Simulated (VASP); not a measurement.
# Ag3IO (Pm-3m) in VASP: further runs, part 2 of 2

VASP 6.6.1.

## (3) Single point, PBE

This run uses another cell than the first one, of 20.22 Å³/atom, 1.066 times its volume.

INCAR reads:

```
PREC = Accurate ; ENCUT = 520
EDIFF = 1E-6 ; ISMEAR = 0
SIGMA = 0.1 ; LREAL = F
LASPH = T ; NELM = 80
ALGO = Normal ; ISIF = 2
LWAVE = F ; LCHARG = F
GGA = PE ; NBANDS = 31
```

KPOINTS reads:

```
Automatic mesh
0
Gamma
  4 4 4
```

POSCAR reads:

```
Ag3IO
1.0
    4.6586357733      0.0000000000      0.0000000000
    0.0000000000      4.6586357733      0.0000000000
    0.0000000000      0.0000000000      4.6586357733
Ag I O
3 1 1
Direct
    0.5000000000      0.0000000000      0.0000000000
    0.0000000000      0.5000000000      0.0000000000
    0.0000000000      0.0000000000      0.5000000000
    0.5000000000      0.5000000000      0.5000000000
    0.0000000000      0.0000000000      0.0000000000
```

Potentials or basis: VASP PAW PBE potentials, release 64 (Ag, I, O).

Run with:

```
$ cat potpaw_PBE.64/Ag/POTCAR potpaw_PBE.64/I/POTCAR potpaw_PBE.64/O/POTCAR > POTCAR
$ mpirun -np 1 vasp_std > vasp.out
```

OUTCAR:

```text
PREC = Accurate
   ENCUT = 520
   EDIFF = 1E-6
   ISMEAR = 0
   LREAL = F
   LASPH = T
   NELM = 80
   ISIF = 2
   GGA = PE

 ion  position               nearest neighbor table
   1  0.500  0.000  0.000-   5 2.33   5 2.33   4 3.29   2 3.29   3 3.29   4 3.29   2 3.29   4 3.29
                             4 3.29   2 3.29   3 3.29   3 3.29   3 3.29   2 3.29
   2  0.000  0.500  0.000-   5 2.33   5 2.33   4 3.29   1 3.29   3 3.29   4 3.29   1 3.29   3 3.29
                             3 3.29   3 3.29   1 3.29   4 3.29   4 3.29   1 3.29
[... 533 lines left out ...]
  -------------------------------------------------------------------------------------
  Total       -0.0440092     -0.0440092     -0.0440092      0.0000000      0.0000000      0.0000000
  in kB       -0.6973935     -0.6973935     -0.6973935      0.0000000      0.0000000      0.0000000
  external PRESSURE =      -0.6973935 kB  Pullay stress =       0.0000000 kB

 VOLUME and BASIS-vectors are now :
 -----------------------------------------------------------------------------
  energy-cutoff  :      520.00
  volume of cell :      101.11
      direct lattice vectors                 reciprocal lattice vectors
     4.658635773  0.000000000  0.000000000     0.214655116  0.000000000  0.000000000
     0.000000000  4.658635773  0.000000000     0.000000000  0.214655116  0.000000000
     0.000000000  0.000000000  4.658635773     0.000000000  0.000000000  0.214655116

 POSITION                                       TOTAL-FORCE (eV/Angst)
 -----------------------------------------------------------------------------------
      2.32932      0.00000      0.00000         0.000000      0.000000      0.000000
      0.00000      2.32932      0.00000         0.000000      0.000000      0.000000
      0.00000      0.00000      2.32932         0.000000      0.000000      0.000000
      2.32932      2.32932      2.32932         0.000000      0.000000      0.000000
      0.00000      0.00000      0.00000         0.000000      0.000000      0.000000
 -----------------------------------------------------------------------------------
    total drift:                                0.000000      0.000000     -0.000000

  FREE ENERGIE OF THE ION-ELECTRON SYSTEM (eV)
  ---------------------------------------------------
  free  energy   TOTEN  =       -14.8669538017 eV

  energy  without entropy=      -14.8636026599  energy(sigma->0) =      -14.86527823
```

It used 68 s of CPU time on 1 thread of AMD EPYC 7R13 Processor (Zen 3), with other jobs on the host.

Results:

| Property | Result |
| --- | --- |
| Free energy | -14.8670 eV |
| Pressure | -0.1 GPa |
| Band gap on the k mesh | zero (band 23 reaches 5.67 eV, above the bottom of band 24 at 4.89 eV) |

Caveat: spin-orbit coupling is left out, which moves the levels of the heavy elements.

## (4) Relaxation of cell and atoms, PBE

INCAR reads:

```
PREC = Accurate ; ENCUT = 600
EDIFF = 1E-6 ; ISMEAR = 0
SIGMA = 0.1 ; LREAL = False
LASPH = True ; NELM = 80
ALGO = Normal ; ISIF = 3
LWAVE = False ; LCHARG = False
GGA = PE ; IBRION = 2
NSW = 90 ; EDIFFG = -0.04
```

KPOINTS reads:

```
regular mesh
0
Gamma
  4 4 4
```

POSCAR, as its differences from that of step 3:

```diff
@@ -2,5 +2,5 @@
 1.0
-    4.6586357733      0.0000000000      0.0000000000
-    0.0000000000      4.6586357733      0.0000000000
-    0.0000000000      0.0000000000      4.6586357733
+    4.5598551800      0.0000000000      0.0000000000
+    0.0000000000      4.5598551800      0.0000000000
+    0.0000000000      0.0000000000      4.5598551800
 Ag I O
```

Run with:

```
$ cat potpaw_PBE.64/Ag/POTCAR potpaw_PBE.64/I/POTCAR potpaw_PBE.64/O/POTCAR > POTCAR
$ mpirun -np 1 vasp_std > vasp.out
```

It used 200 s of CPU time on 1 thread of AMD EPYC 7R13 Processor (Zen 3) (shared host).

Results (log left out):

| Quantity | Value |
| --- | --- |
| Free energy | -14.8634 eV |
| Relaxed volume | 20.18 Å³/atom |
| Relaxed cell | a = 4.655 Å, b = 4.655 Å, c = 4.655 Å, α = 90.00°, β = 90.00°, γ = 90.00° |
| Space group after relaxing (to 0.05 Å) | Pm-3m (No. 221) |
| Energy gained by relaxing | 16.0 meV/atom |
| Ionic steps | 3 |
| Pressure after relaxing | 0.0 GPa |
| Band gap on the k mesh | zero (band 23 reaches 5.70 eV, above the bottom of band 24 at 4.92 eV) |

Step by step:
| step | energy change (eV) | largest force (eV/Å) | pressure (GPa) | volume (Å³) |
| --- | --- | --- | --- | --- |
| 1 | 0.0000 | 0.0000 | 4.51 | 94.81 |
| 2 | -0.0766 | 0.0000 | -0.84 | 102.32 |
| 3 | -0.0802 | 0.0000 | 0.02 | 100.88 |

Final structure:
```xyz
5
Lattice="4.6551 0.0000 0.0000 0.0000 4.6551 0.0000 0.0000 0.0000 4.6551" Properties=species:S:1:pos:R:3 pbc="T T T"
Ag    2.3276    0.0000    0.0000
Ag    0.0000    2.3276    0.0000
Ag    0.0000    0.0000    2.3276
I     2.3276    2.3276    2.3276
O     0.0000    0.0000    0.0000
```

Levels at points of the mesh, in eV from the Fermi level:
| k point | band 19 | band 20 | band 21 | band 22 | band 23 | band 24 | band 25 | band 26 | band 27 |
| --- | --- | --- | --- | --- | --- | --- | --- | --- | --- |
| (0.00, 0.00, 0.00) | -2.29 | -2.29 | -2.24 | -2.24 | -2.24 | -0.85 | 3.20 | 3.20 | 7.28 |
| (0.50, 0.00, 0.00) | -1.99 | -1.88 | -1.88 | -1.31 | -1.31 | 2.88 | 3.11 | 4.36 | 4.40 |
| (0.50, 0.50, 0.00) | -2.20 | -1.45 | -0.68 | -0.07 | -0.07 | 0.52 | 2.36 | 5.27 | 5.27 |
| (0.50, 0.50, 0.50) | -2.44 | -2.44 | -0.76 | -0.76 | -0.76 | 3.68 | 3.68 | 3.68 | 5.16 |

Caveat: spin-orbit coupling is left out, which moves the levels of the heavy elements.

## (5) Summary

```tsv
task	cell	cutoff (eV)	gap on the mesh (eV)	pressure (GPa)
single point	a = 4.560 Å, 5 atoms	520	none	4.5
single point	a = 4.659 Å, 5 atoms	520	none	-0.1
relaxation of cell and atoms	relaxed from a = 4.560 Å, 5 atoms	600	none	0.0
```

Alike in all rows: level PBE; potentials or basis VASP PAW PBE potentials, release 64 (Ag, I, O); no spin polarisation; k mesh 4 × 4 × 4; smearing gaussian 0.1 eV.

Caveats: spin-orbit coupling is left out, which moves the levels of the heavy elements.

Total energies depend on the potentials used, so only differences within one code and one set of settings carry meaning.
